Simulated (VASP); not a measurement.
# ZnS (F-43m) in VASP: notebook, part 2 of 2

VASP 6.6.1.

## 4. Single point, LDA

This run uses another cell than the first one, of 19.20 Å³/atom, 1.058 times its volume.

INCAR

```
SYSTEM = ZnS
PREC = Accurate ; ENCUT = 500
EDIFF = 1E-6 ; ISMEAR = 0
SIGMA = 0.01 ; LREAL = .FALSE.
LASPH = .TRUE. ; NELM = 120
ALGO = Normal ; ISIF = 2
LWAVE = .FALSE. ; LCHARG = .TRUE.
GGA = CA ; LELF = .TRUE.
LVHAR = .TRUE. ; NBANDS = 16
GGA_COMPAT = .FALSE.
```

KPOINTS

```
regular mesh
0
G
  6 6 6
  0 0 0
```

POSCAR

```
ZnS
1.0
    0.0000000000      2.6777655107      2.6777655107
    2.6777655107      0.0000000000      2.6777655107
    2.6777655107      2.6777655107      0.0000000000
Zn S
1 1
Direct
    0.2500000000      0.2500000000      0.2500000000
    0.0000000000      0.0000000000      0.0000000000
```

Potentials or basis: VASP PAW LDA potentials, release 64 (Zn, S).

On the command line:

```console
cat potpaw_LDA.64/Zn/POTCAR potpaw_LDA.64/S/POTCAR > POTCAR
mpirun -np 1 vasp_std > vasp.out
```

OUTCAR:

```text
SYSTEM = ZnS
   PREC = Accurate
   ENCUT = 500
   EDIFF = 1E-6
   ISMEAR = 0
   LREAL = .FALSE.
   LASPH = .TRUE.
   NELM = 120
   ISIF = 2
   GGA = CA

 ion  position               nearest neighbor table
   1  0.250  0.250  0.250-   2 2.32   2 2.32   2 2.32   2 2.32
   2  0.000  0.000  0.000-   1 2.32   1 2.32   1 2.32   1 2.32

  LATTYP: Found a face centered cubic cell.
 ALAT       =     5.3555310214

  Lattice vectors:

 A1 = (   0.0000000000,   2.6777655107,   2.6777655107)
 A2 = (   2.6777655107,   0.0000000000,   2.6777655107)
 A3 = (   2.6777655107,   2.6777655107,   0.0000000000)

Analysis of symmetry for initial positions (statically):
=====================================================================
 Subroutine PRICEL returns:
 Original cell was already a primitive cell.

 Routine SETGRP: Setting up the symmetry group for a
 face centered cubic supercell.

 Subroutine GETGRP returns: Found 24 space group operations
 (whereof 24 operations were pure point group operations)
 out of a pool of 48 trial point group operations.

The static configuration has the point symmetry T_d .

Analysis of symmetry for dynamics (positions and initial velocities):
=====================================================================
 Subroutine PRICEL returns:
 Original cell was already a primitive cell.

 Routine SETGRP: Setting up the symmetry group for a
 face centered cubic supercell.

 Subroutine GETGRP returns: Found 24 space group operations
 (whereof 24 operations were pure point group operations)
 out of a pool of 48 trial point group operations.

The dynamic configuration has the point symmetry T_d .

 Subroutine INISYM returns: Found 24 space group operations
 (whereof 24 operations are pure point group operations),
 and found     1 'primitive' translations

----------------------------------------------------------------------------------------

[... 101 lines left out ...]
   IMIX   =      4    mixing-type and parameters
     AMIX     =   0.40;   BMIX     =  1.00
     AMIX_MAG =   1.60;   BMIX_MAG =  1.00
  volume/ion in A,a.u.               =      19.20       129.57
  Fermi-wavevector in a.u.,A,eV,Ry     =   1.271695  2.403156 22.003469  1.617209
  Thomas-Fermi vector in A             =   2.404614
   LORBIT       =      0    0 simple, 1 ext, 2 COOP (PROOUT), +10 PAW based schemes
   GGA     = CA    functional components
   LHFCALC =     F    Hartree Fock is set to
   AEXX    =    0.0000 exact exchange contribution
   IVDW    =     0    specifies the selected vdW correction
   LEPSILON=     F    determine dielectric tensor
   LRPA    =     F    only Hartree local field effects (RPA)
 non-spin polarized calculation
 Gauss-broadening in eV      SIGMA  =   0.01
  energy-cutoff  :      500.00
  volume of cell :       38.40
 maximum number of plane-waves:       983
   NGX = 13   NGY = 13   NGZ = 13

 number of electron      18.0000016 magnetization

 Free energy of the ion-electron system (eV)
  ---------------------------------------------------
  ext. energy  EPLUGINS =         0.00000000
  ---------------------------------------------------
  free energy    TOTEN  =        -8.19528179 eV

  energy without entropy =       -8.19528179  energy(sigma->0) =       -8.19528179

 E-fermi :   2.2594     XC(G=0): -10.1624

 val. band max:        2.1873931215   @ k =   0.0000   0.0000   0.0000
 cond. band min:       4.1954459634   @ k =   0.0000   0.0000   0.0000
 fundamental gap:      2.0080528419
 Fermi energy:         2.2594052667

 k-point     1 :       0.0000    0.0000    0.0000
  band No.  band energies     occupation
      1     -11.1139      2.00000
      2      -4.4235      2.00000
      3      -4.4235      2.00000
      4      -4.4235      2.00000
      5      -3.9109      2.00000
      6      -3.9109      2.00000
[... 281 lines left out ...]
      3      -4.1218      2.00000
      4      -4.0303      2.00000
      5      -3.8868      2.00000
      6      -3.5225      2.00000
[... 8 lines left out ...]
     15      16.1725      0.00000
     16      17.0047      0.00000

------------------------ aborting loop because EDIFF is reached ----------------------------------------

  FORCE on cell =-STRESS in cart. coord.  units (eV):
  Direction    XX          YY          ZZ          XY          YZ          ZX
  --------------------------------------------------------------------------------------
  -------------------------------------------------------------------------------------
  Total       -0.5852245     -0.5852245     -0.5852245      0.0000000      0.0000000     -0.0000000
  in kB      -24.4166148    -24.4166148    -24.4166148      0.0000000      0.0000000     -0.0000000
  external PRESSURE =     -24.4166148 kB  Pullay stress =       0.0000000 kB

 VOLUME and BASIS-vectors are now :
 -----------------------------------------------------------------------------
  energy-cutoff  :      500.00
  volume of cell :       38.40
      direct lattice vectors                 reciprocal lattice vectors
     0.000000000  2.677765511  2.677765511    -0.186722847  0.186722847  0.186722847
     2.677765511  0.000000000  2.677765511     0.186722847 -0.186722847  0.186722847
     2.677765511  2.677765511  0.000000000     0.186722847  0.186722847 -0.186722847

 POSITION                                       TOTAL-FORCE (eV/Angst)
 -----------------------------------------------------------------------------------
      1.33888      1.33888      1.33888         0.000000      0.000000      0.000000
      0.00000      0.00000      0.00000        -0.000000     -0.000000     -0.000000
 -----------------------------------------------------------------------------------
    total drift:                               -0.000001     -0.000001     -0.000001

  FREE ENERGIE OF THE ION-ELECTRON SYSTEM (eV)
  ---------------------------------------------------
  free  energy   TOTEN  =        -8.1952817878 eV

  energy  without entropy=       -8.1952817878  energy(sigma->0) =       -8.19528179
```

stdout:

```text
POSCAR found type information on POSCAR ZnS
 POSCAR found :  2 types and       2 ions
 scaLAPACK will be used
 LDA part: xc-table for (Slater(with rela. corr.)+CA(PZ))
 , standard interpolation
 POSCAR, INCAR and KPOINTS ok, starting setup
 FFT: planning ... GRIDC
 FFT: planning ... GRID_SOFT
 FFT: planning ... GRID
 WAVECAR not read
 entering main loop
```

It took 17 s on 1 thread of Intel Xeon 8259CL, shared host; peak memory 0.14 GiB.

Results:

| Quantity | Value |
| --- | --- |
| Free energy | -8.1953 eV |
| Pressure | -2.4 GPa |
| Band gap on the k mesh | 2.01 eV, direct |

## 5. Overview

| cell | gap on the mesh (eV) | pressure (GPa) |
| --- | --- | --- |
| a = 3.716 Å, angles 60.0°, 2 atoms | 2.27 | 2.4 |
| a = 3.752 Å, angles 60.0°, 2 atoms | 2.13 | -0.2 |
| a = 3.787 Å, angles 60.0°, 2 atoms | 2.01 | -2.4 |

Alike in all rows: task single point; level LDA; potentials or basis VASP PAW LDA potentials, release 64 (Zn, S); no spin polarisation; k mesh 6 × 6 × 6; cutoff (eV) 500; smearing gaussian 0.01 eV.

Total energies depend on the potentials used, so only differences within one code and one set of settings carry meaning.

## 6. Against experiment

Step 2. Measured gap of ZnS: 3.85 eV (direct; 19 K; quoted in “Electronic, vibrational, and thermodynamic properties of ZnS (zincblende and rocksalt structure)”, 2009, arxiv:0911.5022). This calculation gives 2.27 eV (-1.58 eV). The value is that of LDA, without temperature or zero-point motion. Semilocal functionals fall short of measured gaps as a rule.

Step 3. Against the measured gap of ZnS, 3.85 eV (direct; 19 K; quoted in “Electronic, vibrational, and thermodynamic properties of ZnS (zincblende and rocksalt structure)”, 2009, arxiv:0911.5022), the calculated 2.13 eV is off by -1.72 eV. The value is that of LDA, without temperature or zero-point motion. Semilocal functionals fall short of measured gaps as a rule.

Step 4. A measured gap of ZnS is 3.85 eV (direct; 19 K; quoted in “Electronic, vibrational, and thermodynamic properties of ZnS (zincblende and rocksalt structure)”, 2009, arxiv:0911.5022); the calculated 2.01 eV misses it by -1.84 eV. The value is that of LDA, without temperature or zero-point motion. Semilocal functionals fall short of measured gaps as a rule.
